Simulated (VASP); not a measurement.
AlRu: single point with LDA+U

The system is AlRu.

```
Ru Al
1.0
     2.99160    0.00000    0.00000
     0.00000    2.99160    0.00000
     0.00000    0.00000    2.99160
Ru Al
1 1
Direct
  0.50000 0.50000 0.50000
  0.00000 0.00000 0.00000
```

```yaml
Program: VASP 6.6.1
Task: single point
Functional: LDA
Potentials_or_basis: VASP PAW LDA potentials, release 64 (Ru_pv, Al)
Cutoff: 520 eV
k_mesh: 9 × 9 × 9
Occupations: fermi-dirac, width 0.05 eV
Spin: no spin polarisation
Hubbard_terms: Ru d U = 6.0 eV
```

| Property | Result |
| --- | --- |
| Pressure | -11.2 GPa |

Levels at points of the mesh, in eV from the Fermi level:
| k point | band 6 | band 7 | band 8 | band 9 | band 10 | band 11 | band 12 | band 13 |
| --- | --- | --- | --- | --- | --- | --- | --- | --- |
| (0.00, 0.00, 0.00) | -2.80 | -0.34 | -0.34 | -0.34 | 6.43 | 6.43 | 6.43 | 11.54 |

Eigenvalues of the final occupation matrices:
| site | spin | trace | eigenvalues |
| --- | --- | --- | --- |
| site 1 d | 1 | 3.22 | 0.48 0.48 0.75 0.75 0.75 |
| site 1 d | 2 | 3.22 | 0.48 0.48 0.75 0.75 0.75 |

It took 6.9 s on 1 thread of Intel(R) Xeon(R) Platinum 8488C (Sapphire Rapids), on a shared host, peak memory 0.13 GiB.

Caveat: U without spin polarisation on a metal has little footing; the U is typed as a test and isn't derived for this compound.
